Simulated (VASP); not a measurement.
A run of VASP 6.6.1 is set up as follows.

INCAR

```
SYSTEM = Co
PREC = Accurate
ENCUT = 520
EDIFF = 1E-6
ISMEAR = -1
SIGMA = 0.05
LREAL = .False.
LASPH = .True.
NELM = 150
ALGO = Normal
ISIF = 2
LWAVE = .False.
LCHARG = .False.
ISPIN = 2
MAGMOM = 2 2 2 2
LORBIT = 11
LMAXMIX = 4
GGA = B5
ALDAX = 1.0
AGGAX = 1.0
AGGAC = 1.0
ALDAC = 0.0
IVDW = 12
VDW_S6 = 1.0
VDW_S8 = 2.6996
VDW_A1 = 0.4298
VDW_A2 = 4.2359
NBANDS = 30
```

The input KPOINTS:

```
regular mesh
0
Gamma
  12 12 4
  0 0 0
```

POSCAR

```
Co
1.0
    2.5190164704      0.0000000000      0.0000000000
   -1.2595082352      2.1815322559      0.0000000000
    0.0000000000      0.0000000000      8.2468668932
Co
4
Direct
    0.6666666667      0.3333333333      0.7500000000
    0.0000000000      0.0000000000      0.5000000000
    0.3333333333      0.6666666667      0.2500000000
    0.0000000000      0.0000000000      0.0000000000
```

Potentials or basis: VASP PAW PBE potentials, release 64 (Co).

The run is started by

```console
$ cat potpaw_PBE.64/Co/POTCAR > POTCAR
$ mpirun -np 1 vasp_std > vasp.out
```

(1) Estimate the site moments.

(2) Predict the net moment.

(3) Predict the pressure.

(4) Estimate the dispersion energy per atom.

Results:

(1) Co +1.68, +1.66 (each value once) μB.

(2) 6.62 μB per cell.

(3) -12.6 GPa.

(4) -0.911 eV.

Caveat: the cell stands under tension; the PAW data sets were made with another functional, which shifts forces and pressure a little.
